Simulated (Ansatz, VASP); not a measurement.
**TiSnTe3: VASP beside Ansatz**

```xyz
5
Lattice="5.3813 0.0000 0.0000 -2.6907 4.6604 0.0000 0.0000 0.0000 7.1539" Properties=species:S:1:pos:R:3 pbc="T T T"
Ti    0.0000    0.0000    0.0000
Sn    0.0000    0.0000    3.5770
Te    2.6907    0.0000    0.0000
Te   -1.3453    2.3302    0.0000
Te    1.3453    2.3302    0.0000
```

Alike in both runs: task single point; functional PBE; k mesh 6 × 6 × 4; occupations gaussian, width 0.1 eV; no spin polarisation.

|  | VASP | Ansatz |
| --- | --- | --- |
| version | VASP 6.6.1 | Ansatz 0.2.0 |
| potentials or method | VASP PAW PBE potentials, release 64 (Ti_sv, Sn_d, Te), cutoff 520 eV | scalar-relativistic, plane waves, PAW |
| valence electrons in the cell | 44 | 74 |

Ansatz gave:

| Property | Result |
| --- | --- |
| gap on the k mesh at the Fermi level (eV) | none |
| pressure (GPa) | 15.9 |
| traceless stress, the component that is largest in VASP (GPa) | -21.07 |

Problem. What did VASP give for the same quantities?

Solution. gap on the k mesh at the Fermi level (eV): none; pressure (GPa): 16.0; traceless stress, the component that is largest in VASP (GPa): -21.18.

A gap of «none» marks a metal or a gap that the smearing closes. VASP's potentials hold 44 valence electrons a cell and Ansatz's 74, so a difference there can come from the potentials and not from the codes.

Neither program's run includes spin-orbit coupling.
